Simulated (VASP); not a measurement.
Runs of VASP 6.6.1 on AlSn4. The structure is that of space group P-43m (No. 215), or close to it. The cells are those of the table. 

| task | level | cell | k mesh | cutoff (eV) | k mesh for the DOS | occupations for the DOS | gap on the mesh (eV) | pressure (GPa) | relaxed volume (Å³/atom) | largest force (eV/Å) |
| --- | --- | --- | --- | --- | --- | --- | --- | --- | --- | --- |
| relaxation of cell and atoms | PBE | relaxed from a = 5.320 Å, 5 atoms | 8 × 8 × 8 | 600 | - | - | none | 0.0 | (b) | 0.01 |
| single point | PBE | a = 5.394 Å, 5 atoms | 4 × 4 × 4 | 520 | - | - | none | 9.8 | - | (c) |
| single point | PBE | a = 5.315 Å, 5 atoms | 8 × 8 × 8 | 520 | - | - | none | -0.1 | - | - |
| relaxation of cell and atoms | PBE | relaxed from a = 5.394 Å, 5 atoms | 4 × 4 × 4 | 600 | - | - | none | 0.0 | 30.16 | 0.02 |
| single point | PBE | a = 5.320 Å, 5 atoms | 4 × 4 × 4 | 520 | - | - | none | 0.1 | - | 0.02 |
| single point | PBEsol | a = 5.315 Å, 5 atoms | 8 × 8 × 8 | 520 | - | - | none | (a) | - | 0.11 |

Alike in all rows: potentials or basis VASP PAW PBE potentials, release 64 (Al, Sn_d); no spin polarisation; smearing gaussian 0.1 eV.

**Question.** Fill in the values left out.

**Answer.** (a) -2.2; (b) 29.96; (c) 4.67.

Caveats: spin-orbit coupling is left out, which moves the levels of the heavy elements; forces of over 1 eV/Å act on the atoms, so gaps and moduli don't describe the material at rest (some runs); the PAW data sets were made with another functional, which shifts forces and pressure a little (some runs).

A k mesh can miss the band edges, and the runs leave out spin-orbit coupling on Sn.

A gap of «none» marks levels without a gap at the run's occupations.
